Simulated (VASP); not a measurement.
TiO2, 6 atoms in the cell. The structure is tetragonal, space group P4_2/mnm (No. 136). The conventional cell has a = 4.429 Å, b = 4.429 Å, c = 2.895 Å, α = 90.00°, β = 90.00°, γ = 90.00°. Ti (site symmetry mmm) has 6 O at 1.89 to 1.91 Å within 2.5 Å. O (site symmetry m2m) has 3 Ti at 1.89 to 1.91 Å and 1 O at 2.48 Å within 2.5 Å. 

```yaml
Program: VASP 6.6.1
Task: single point
Functional: r2SCAN
Potentials_or_basis: VASP PAW PBE potentials, release 64 (Ti_sv, O)
Cutoff: 520 eV
k_mesh: 6 × 6 × 10
Occupations: gaussian, width 0.02 eV
Spin: no spin polarisation
Dipole_correction: no
Further_INCAR_settings: ALGO = Normal; EDIFF = 1e-06; NBANDS = 33
```

Potentials or basis: VASP PAW PBE potentials, release 64 (Ti_sv, O).

Run with:

```bash
$ cat potpaw_PBE.64/Ti_sv/POTCAR potpaw_PBE.64/O/POTCAR > POTCAR
$ cp INCAR.step1 INCAR
$ mpirun -np 1 vasp_std > vasp.out
$ cp INCAR.step2 INCAR
$ mpirun -np 1 vasp_std > vasp.out
```

Hardware: 1 thread of Intel(R) Xeon(R) Platinum 8559C (Emerald Rapids) (shared host).

Problem. Estimate the wall time of this run.

Solution. It took 3 min on 1 thread of Intel(R) Xeon(R) Platinum 8559C (Emerald Rapids) (shared host), peak memory 0.24 GiB. Counts: k points 60.
